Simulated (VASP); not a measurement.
# CaO in VASP: notebook

The runs below take CaO through single point, with r2SCAN.

All numbers are computed with VASP 6.6.1; they aren't measurements. Logs are shortened: lines on timing, memory, paths and dates and some standing lists are left out, and cuts for length are marked.

## Step 1: The cell of the first run

It takes space group Fm-3m (No. 225, cubic). Conventional cell: a = 5.290 Å, b = 5.290 Å, c = 5.290 Å, α = 90.00°, β = 90.00°, γ = 90.00°. Ca (site symmetry m-3m) has 6 O at 2.64 Å within 3.5 Å. Within 3.5 Å of O (site symmetry m-3m) lie 6 Ca at 2.64 Å.

## Step 2: Single point, r2SCAN (strain +0.080 along x and y, +0.080 along z)

POSCAR

```
CaO
1.0
    0.0000000000      2.6449200000      2.6449200000
    2.6449200000      0.0000000000      2.6449200000
    2.6449200000      2.6449200000      0.0000000000
Ca O
1 1
Direct
    0.0000000000      0.0000000000      0.0000000000
    0.5000000000      0.5000000000      0.5000000000
```

INCAR.step1

```
SYSTEM = CaO
ALGO = Normal
EDIFF = 1E-4
ENCUT = 520
GGA = PE
ISMEAR = 0
LASPH = .TRUE.
LCHARG = .FALSE.
LREAL = .FALSE.
LWAVE = .TRUE.
NBANDS = 15
NELM = 60
PREC = Accurate
SIGMA = 0.05
```

INCAR.step2

```
SYSTEM = CaO
ALGO = Normal
EDIFF = 1E-6
ENCUT = 520
ISIF = 2
ISMEAR = 0
ISTART = 1
LASPH = .TRUE.
LCHARG = .TRUE.
LELF = .TRUE.
LMIXTAU = .TRUE.
LREAL = .FALSE.
LVHAR = .TRUE.
LWAVE = .FALSE.
METAGGA = R2SCAN
NBANDS = 15
NELM = 60
PREC = Accurate
SIGMA = 0.05
```

KPOINTS

```
k-points
0
G
  8 8 8
  0 0 0
```

Potentials or basis: VASP PAW PBE potentials, release 64 (Ca_sv, O).

Run with:

```
$ cat potpaw_PBE.64/Ca_sv/POTCAR potpaw_PBE.64/O/POTCAR > POTCAR
$ cp INCAR.step1 INCAR
$ mpirun -np 1 vasp_std > vasp.out
$ cp INCAR.step2 INCAR
$ mpirun -np 1 vasp_std > vasp.out
```

OUTCAR:

```text
SYSTEM = CaO
   EDIFF = 1E-6
   ENCUT = 520
   ISIF = 2
   ISMEAR = 0
   ISTART = 1
   LASPH = .TRUE.
   LREAL = .FALSE.
   METAGGA = R2SCAN
   NELM = 60
   PREC = Accurate

 ion  position               nearest neighbor table
   1  0.000  0.000  0.000-
   2  0.500  0.500  0.500-

  LATTYP: Found a face centered cubic cell.
 ALAT       =     5.2898400000

  Lattice vectors:

 A1 = (   0.0000000000,   2.6449200000,   2.6449200000)
 A2 = (   2.6449200000,   0.0000000000,   2.6449200000)
 A3 = (   2.6449200000,   2.6449200000,   0.0000000000)

Analysis of symmetry for initial positions (statically):
=====================================================================
 Subroutine PRICEL returns:
 Original cell was already a primitive cell.

 Routine SETGRP: Setting up the symmetry group for a
 face centered cubic supercell.

 Subroutine GETGRP returns: Found 48 space group operations
 (whereof 48 operations were pure point group operations)
 out of a pool of 48 trial point group operations.

The static configuration has the point symmetry O_h .

Analysis of symmetry for dynamics (positions and initial velocities):
=====================================================================
 Subroutine PRICEL returns:
 Original cell was already a primitive cell.

 Routine SETGRP: Setting up the symmetry group for a
 face centered cubic supercell.

 Subroutine GETGRP returns: Found 48 space group operations
 (whereof 48 operations were pure point group operations)
 out of a pool of 48 trial point group operations.

The dynamic configuration has the point symmetry O_h .

 Subroutine INISYM returns: Found 48 space group operations
 (whereof 48 operations are pure point group operations),
 and found     1 'primitive' translations

----------------------------------------------------------------------------------------

                                     Primitive cell

  volume of cell :      37.0056

  direct lattice vectors                    reciprocal lattice vectors
     0.000000000  2.644920000  2.644920000    -0.189041635  0.189041635  0.189041635
     2.644920000  0.000000000  2.644920000     0.189041635 -0.189041635  0.189041635
     2.644920000  2.644920000  0.000000000     0.189041635  0.189041635 -0.189041635

  length of vectors
     3.740481735  3.740481735  3.740481735     0.327429716  0.327429716  0.327429716

  position of ions in fractional coordinates (direct lattice)
     0.000000000  0.000000000  0.000000000
     0.500000000  0.500000000  0.500000000

  ion indices of the primitive-cell ions
   primitive index   ion index
[... 86 lines left out ...]
   NUPDOWN=      -1.0000    fix difference up-down
   EMIN   =  10.00;   EMAX   =-10.00  energy-range for DOS
   EFERMI =   0.00;   METHOD = LEGACY
   ISMEAR =     0;   SIGMA  =   0.05  broadening in eV -4-tet -1-fermi 0-gaus
   EFERMI_NEDOS =   21; number of points for ismear=-14 and -15
   IALGO  =     38    algorithm
   IMIX   =      4    mixing-type and parameters
     AMIX     =   0.40;   BMIX     =  1.00
     AMIX_MAG =   1.60;   BMIX_MAG =  1.00
  volume/ion in A,a.u.               =      18.50       124.86
  Fermi-wavevector in a.u.,A,eV,Ry     =   1.237919  2.339328 20.850164  1.532444
  Thomas-Fermi vector in A             =   2.372466
   LORBIT       =      0    0 simple, 1 ext, 2 COOP (PROOUT), +10 PAW based schemes
   METAGGA = R2SCAN    functional components
   LHFCALC =     F    Hartree Fock is set to
   AEXX    =    0.0000 exact exchange contribution
   IVDW    =     0    specifies the selected vdW correction
   LEPSILON=     F    determine dielectric tensor
   LRPA    =     F    only Hartree local field effects (RPA)
 non-spin polarized calculation
 Gauss-broadening in eV      SIGMA  =   0.05
  energy-cutoff  :      520.00
  volume of cell :       37.01
 maximum number of plane-waves:      1012
   NGX = 13   NGY = 13   NGZ = 13

 number of electron      16.0000008 magnetization

 Free energy of the ion-electron system (eV)
  ---------------------------------------------------
  ext. energy  EPLUGINS =         0.00000000
  ---------------------------------------------------
  free energy    TOTEN  =       -18.79908823 eV

  energy without entropy =      -18.79908823  energy(sigma->0) =      -18.79908823

 E-fermi :   0.8891     XC(G=0):  -9.6454

 val. band max:        0.6622281221   @ k =   0.0000   0.0000   0.0000
 cond. band min:       4.0372201575   @ k =   0.0000   0.0000   0.0000
 fundamental gap:      3.3749920354
 Fermi energy:         0.8891238190

 k-point     1 :       0.0000    0.0000    0.0000
  band No.  band energies     occupation
      1     -39.7465      2.00000
      2     -19.7482      2.00000
      3     -19.7482      2.00000
      4     -19.7482      2.00000
      5     -15.3193      2.00000
      6       0.6622      2.00000
      7       0.6622      2.00000
      8       0.6622      2.00000
      9       4.0372      0.00000
     10       6.6776      0.00000
     11       6.6776      0.00000
     12       6.6776      0.00000
     13       7.8292      0.00000
     14       7.8292      0.00000
[... 401 lines left out ...]
      2     -20.0180      2.00000
      3     -19.8325      2.00000
      4     -19.7939      2.00000
      5     -14.9647      2.00000
      6      -0.9404      2.00000
      7      -0.1895      2.00000
      8      -0.0451      2.00000
      9       6.8631      0.00000
     10       6.9167      0.00000
     11       8.2835      0.00000
     12       8.4239      0.00000
     13       9.4341      0.00000
     14      10.7242      0.00000
     15      11.9959      0.00000

 [... further k-points ...]

------------------------ aborting loop because EDIFF is reached ----------------------------------------

  FORCE on cell =-STRESS in cart. coord.  units (eV):
  Direction    XX          YY          ZZ          XY          YZ          ZX
  --------------------------------------------------------------------------------------
  -------------------------------------------------------------------------------------
  Total       -4.1497742     -4.1497742     -4.1497742     -0.0000000      0.0000000     -0.0000000
  in kB     -179.6666350   -179.6666350   -179.6666350     -0.0000000      0.0000000     -0.0000000
  external PRESSURE =    -179.6666350 kB  Pullay stress =       0.0000000 kB

 VOLUME and BASIS-vectors are now :
 -----------------------------------------------------------------------------
  energy-cutoff  :      520.00
  volume of cell :       37.01
      direct lattice vectors                 reciprocal lattice vectors
     0.000000000  2.644920000  2.644920000    -0.189041635  0.189041635  0.189041635
     2.644920000  0.000000000  2.644920000     0.189041635 -0.189041635  0.189041635
     2.644920000  2.644920000  0.000000000     0.189041635  0.189041635 -0.189041635

 POSITION                                       TOTAL-FORCE (eV/Angst)
 -----------------------------------------------------------------------------------
      0.00000      0.00000      0.00000         0.000000     -0.000000     -0.000000
      2.64492      2.64492      2.64492         0.000000      0.000000      0.000000
 -----------------------------------------------------------------------------------
    total drift:                                0.000000      0.000000      0.000000

  FREE ENERGIE OF THE ION-ELECTRON SYSTEM (eV)
  ---------------------------------------------------
  free  energy   TOTEN  =       -18.7990882314 eV

  energy  without entropy=      -18.7990882314  energy(sigma->0) =      -18.79908823
```

OUTCAR.step1:

```text
SYSTEM = CaO
   EDIFF = 1E-4
   ENCUT = 520
   GGA = PE
   ISMEAR = 0
   LASPH = .TRUE.
   LREAL = .FALSE.
[... 652 lines left out ...]
      0.00000      0.00000      0.00000        -0.000000      0.000000      0.000000
      2.64492      2.64492      2.64492         0.000000     -0.000000     -0.000000
 -----------------------------------------------------------------------------------
    total drift:                                0.000000      0.000000      0.000000

  FREE ENERGIE OF THE ION-ELECTRON SYSTEM (eV)
  ---------------------------------------------------
  free  energy   TOTEN  =       -12.2717147527 eV

  energy  without entropy=      -12.2717147527  energy(sigma->0) =      -12.27171475
```

OSZICAR.step1:

```text
N       E                     dE             d eps       ncg     rms          rms(c)
DAV:   1     0.126484747163E+03    0.12648E+03   -0.81476E+03   870   0.104E+03
DAV:   2    -0.750528298559E+01   -0.13399E+03   -0.12458E+03  1094   0.276E+02
DAV:   3    -0.139459329630E+02   -0.64406E+01   -0.63869E+01  1095   0.622E+01
DAV:   4    -0.141134019028E+02   -0.16747E+00   -0.16742E+00  1198   0.909E+00
DAV:   5    -0.141142752407E+02   -0.87334E-03   -0.87329E-03  1074   0.670E-01    0.882E+00
DAV:   6    -0.124674990718E+02    0.16468E+01   -0.70761E+00   940   0.199E+01    0.474E+00
DAV:   7    -0.122798354292E+02    0.18766E+00   -0.62724E-01   968   0.677E+00    0.194E+00
DAV:   8    -0.122720911673E+02    0.77443E-02   -0.10003E-01  1059   0.337E+00    0.394E-01
DAV:   9    -0.122707038498E+02    0.13873E-02   -0.50441E-03   940   0.640E-01    0.143E-01
DAV:  10    -0.122717894872E+02   -0.10856E-02   -0.11161E-03  1017   0.308E-01    0.107E-01
DAV:  11    -0.122717147527E+02    0.74734E-04   -0.12066E-04   826   0.127E-01
   1 F= -.12271715E+02 E0= -.12271715E+02  d E =-.201425E-20
```

Wall time 37 s (1 thread of Intel Xeon Platinum 8559C (Emerald Rapids), shared host); peak memory 0.17 GiB.

Results:

```
Free energy            : -18.7991 eV
Pressure               : -18.0 GPa
Band gap on the k mesh : 3.38 eV, direct
```

Caveat: the cell differs from its parent crystal (strain +0.080 along x and y, +0.080 along z); the PAW data sets were made with another functional, which shifts forces and pressure a little.

## Step 3: Single point, r2SCAN (strain -0.080 along x and y, -0.040 along z)

POSCAR

```
CaO
1.0
    0.0000000000      2.2530800000      2.3510400000
    2.2530800000      0.0000000000      2.3510400000
    2.2530800000      2.2530800000      0.0000000000
Ca O
1 1
Direct
    0.0000000000      0.0000000000      0.0000000000
    0.5000000000      0.5000000000      0.5000000000
```

INCAR.step1

```
ALGO     = Normal         # electronic algorithm
EDIFF    = 1E-4           # SCF threshold, eV
ENCUT    = 520            # plane-wave cutoff, eV
GGA      = PE             # functional
ISMEAR   = 0              # smearing method
LASPH    = True           # aspherical terms in the spheres
LCHARG   = False          # write CHGCAR
LREAL    = False          # projectors in reciprocal space
LWAVE    = True           # write WAVECAR
NBANDS   = 15             # bands
NELM     = 60             # most SCF steps
PREC     = Accurate       # precision mode
SIGMA    = 0.05           # smearing width, eV
```

INCAR.step2

```
ALGO     = Normal         # electronic algorithm
EDIFF    = 1E-6           # SCF threshold, eV
ENCUT    = 520            # plane-wave cutoff, eV
ISIF     = 2              # what is computed and relaxed
ISMEAR   = 0              # smearing method
ISTART   = 1            
LASPH    = True           # aspherical terms in the spheres
LCHARG   = True           # write CHGCAR
LELF     = True           # ELF
LMIXTAU  = True         
LREAL    = False          # projectors in reciprocal space
LVHAR    = True         
LWAVE    = False          # write WAVECAR
METAGGA  = R2SCAN         # meta-GGA
NBANDS   = 15             # bands
NELM     = 60             # most SCF steps
PREC     = Accurate       # precision mode
SIGMA    = 0.05           # smearing width, eV
```

KPOINTS

```
k-points
0
Gamma
  8 8 8
```

Potentials or basis: VASP PAW PBE potentials, release 64 (Ca_sv, O).

Run with:

```
$ cat potpaw_PBE.64/Ca_sv/POTCAR potpaw_PBE.64/O/POTCAR > POTCAR
$ cp INCAR.step1 INCAR
$ mpirun -np 1 vasp_std > vasp.out
$ cp INCAR.step2 INCAR
$ mpirun -np 1 vasp_std > vasp.out
```

OUTCAR:

```text
EDIFF = 1E-6
   ENCUT = 520
   ISIF = 2
   ISMEAR = 0
   ISTART = 1
   LASPH = True
   LREAL = False
   METAGGA = R2SCAN
   NELM = 60
   PREC = Accurate

 ion  position               nearest neighbor table
   1  0.000  0.000  0.000-   2 2.25   2 2.25   2 2.25   2 2.25   2 2.35   2 2.35
   2  0.500  0.500  0.500-   1 2.25   1 2.25   1 2.25   1 2.25   1 2.35   1 2.35

  LATTYP: Found a body centered tetragonal cell.
 ALAT       =     3.1863362931
 C/A-ratio  =     1.4757011086

  Lattice vectors:

 A1 = (  -2.2530800000,   0.0000000000,   2.3510400000)
 A2 = (   2.2530800000,   0.0000000000,   2.3510400000)
 A3 = (   0.0000000000,   2.2530800000,  -2.3510400000)

Analysis of symmetry for initial positions (statically):
=====================================================================
 Subroutine PRICEL returns:
 Original cell was already a primitive cell.

 Routine SETGRP: Setting up the symmetry group for a
 body centered tetragonal supercell.

 Subroutine GETGRP returns: Found 16 space group operations
 (whereof 16 operations were pure point group operations)
 out of a pool of 16 trial point group operations.

The static configuration has the point symmetry D_4h.

Analysis of symmetry for dynamics (positions and initial velocities):
=====================================================================
 Subroutine PRICEL returns:
 Original cell was already a primitive cell.

 Routine SETGRP: Setting up the symmetry group for a
 body centered tetragonal supercell.

 Subroutine GETGRP returns: Found 16 space group operations
 (whereof 16 operations were pure point group operations)
 out of a pool of 16 trial point group operations.

The dynamic configuration has the point symmetry D_4h.

 Subroutine INISYM returns: Found 16 space group operations
 (whereof 16 operations are pure point group operations),
 and found     1 'primitive' translations

----------------------------------------------------------------------------------------
[... 122 lines left out ...]
   LEPSILON=     F    determine dielectric tensor
   LRPA    =     F    only Hartree local field effects (RPA)
 non-spin polarized calculation
 Gauss-broadening in eV      SIGMA  =   0.05
  energy-cutoff  :      520.00
  volume of cell :       23.87
 maximum number of plane-waves:       660
   NGX = 13   NGY = 13   NGZ = 11

 number of electron      16.0000006 magnetization

 Free energy of the ion-electron system (eV)
  ---------------------------------------------------
  ext. energy  EPLUGINS =         0.00000000
  ---------------------------------------------------
  free energy    TOTEN  =       -19.15012357 eV

  energy without entropy =      -19.15012357  energy(sigma->0) =      -19.15012357

 E-fermi :   3.3274     XC(G=0): -11.8952

 val. band max:        3.0053628688   @ k =   0.0000   0.0000   0.0000
 cond. band min:       6.9881064324   @ k =   0.5000   0.0000   0.5000
 fundamental gap:      3.9827435636
 Fermi energy:         3.3274499460

 k-point     1 :       0.0000    0.0000    0.0000
  band No.  band energies     occupation
      1     -35.5216      2.00000
      2     -15.2772      2.00000
      3     -15.2607      2.00000
      4     -15.2607      2.00000
      5     -13.8265      2.00000
      6       2.8305      2.00000
      7       3.0054      2.00000
      8       3.0054      2.00000
      9       9.6143      0.00000
     10       9.9186      0.00000
     11      10.2658      0.00000
     12      10.2658      0.00000
     13      11.9525      0.00000
     14      12.2453      0.00000
[... 401 lines left out ...]
      2     -16.9766      2.00000
      3     -15.4209      2.00000
      4     -15.3680      2.00000
      5     -12.1531      2.00000
      6       0.6395      2.00000
      7       1.7075      2.00000
      8       1.9516      2.00000
      9       9.8026      0.00000
     10      12.1154      0.00000
     11      12.6554      0.00000
     12      12.8770      0.00000
     13      14.0843      0.00000
     14      15.5990      0.00000
     15      21.0954      0.00000

 [... further k-points ...]

------------------------ aborting loop because EDIFF is reached ----------------------------------------

  FORCE on cell =-STRESS in cart. coord.  units (eV):
  Direction    XX          YY          ZZ          XY          YZ          ZX
  --------------------------------------------------------------------------------------
  -------------------------------------------------------------------------------------
  Total        4.5527341      4.5527341      2.3422941      0.0000000      0.0000000     -0.0000000
  in kB      305.5903477    305.5903477    157.2203548      0.0000000      0.0000000     -0.0000000
  external PRESSURE =     256.1336834 kB  Pullay stress =       0.0000000 kB

 VOLUME and BASIS-vectors are now :
 -----------------------------------------------------------------------------
  energy-cutoff  :      520.00
  volume of cell :       23.87
      direct lattice vectors                 reciprocal lattice vectors
     0.000000000  2.253080000  2.351040000    -0.221918441  0.221918441  0.212671839
     2.253080000  0.000000000  2.351040000     0.221918441 -0.221918441  0.212671839
     2.253080000  2.253080000  0.000000000     0.221918441  0.221918441 -0.212671839

 POSITION                                       TOTAL-FORCE (eV/Angst)
 -----------------------------------------------------------------------------------
      0.00000      0.00000      0.00000         0.000000     -0.000000     -0.000000
      2.25308      2.25308      2.35104        -0.000000      0.000000      0.000000
 -----------------------------------------------------------------------------------
    total drift:                                0.000000     -0.000000     -0.000000

  FREE ENERGIE OF THE ION-ELECTRON SYSTEM (eV)
  ---------------------------------------------------
  free  energy   TOTEN  =       -19.1501235724 eV

  energy  without entropy=      -19.1501235724  energy(sigma->0) =      -19.15012357
```

OUTCAR.step1:

```text
EDIFF = 1E-4
   ENCUT = 520
   GGA = PE
   ISMEAR = 0
   LASPH = True
[... 653 lines left out ...]
 -----------------------------------------------------------------------------------
      0.00000      0.00000      0.00000         0.000000      0.000000      0.000000
      2.25308      2.25308      2.35104         0.000000      0.000000      0.000000
 -----------------------------------------------------------------------------------
    total drift:                                0.000000     -0.000000     -0.000000

  FREE ENERGIE OF THE ION-ELECTRON SYSTEM (eV)
  ---------------------------------------------------
  free  energy   TOTEN  =       -12.4564812348 eV

  energy  without entropy=      -12.4564812348  energy(sigma->0) =      -12.45648123
```

Wall time 40 s (1 thread of Intel Xeon Platinum 8559C (Emerald Rapids), shared host); peak memory 0.15 GiB.

Results:

| Item | Value |
| --- | --- |
| Free energy | -19.1501 eV |
| Pressure | 25.6 GPa |
| Band gap on the k mesh | 3.98 eV, indirect (least direct gap 4.30 eV) |

Levels at points of the mesh, in eV from the valence-band top:
| k point | band 5 | band 6 | band 7 | band 8 | band 9 | band 10 | band 11 | band 12 |
| --- | --- | --- | --- | --- | --- | --- | --- | --- |
| (0.00, 0.00, 0.00) | -16.83 | -0.17 | 0.00 | 0.00 | 6.61 | 6.91 | 7.26 | 7.26 |
| (0.50, 0.00, 0.00) | -14.69 | -3.04 | -1.62 | -1.62 | 8.37 | 9.81 | 9.89 | 10.40 |
| (0.50, 0.50, 0.00) | -16.66 | -1.43 | -0.28 | -0.28 | 4.14 | 9.87 | 10.45 | 11.22 |
| (0.50, 0.00, 0.50) | -16.67 | -1.09 | -0.51 | -0.32 | 3.98 | 9.81 | 10.57 | 11.04 |

Caveat: the cell differs from its parent crystal (strain -0.080 along x and y, -0.040 along z); the PAW data sets were made with another functional, which shifts forces and pressure a little.

[end of part 1 of 2]
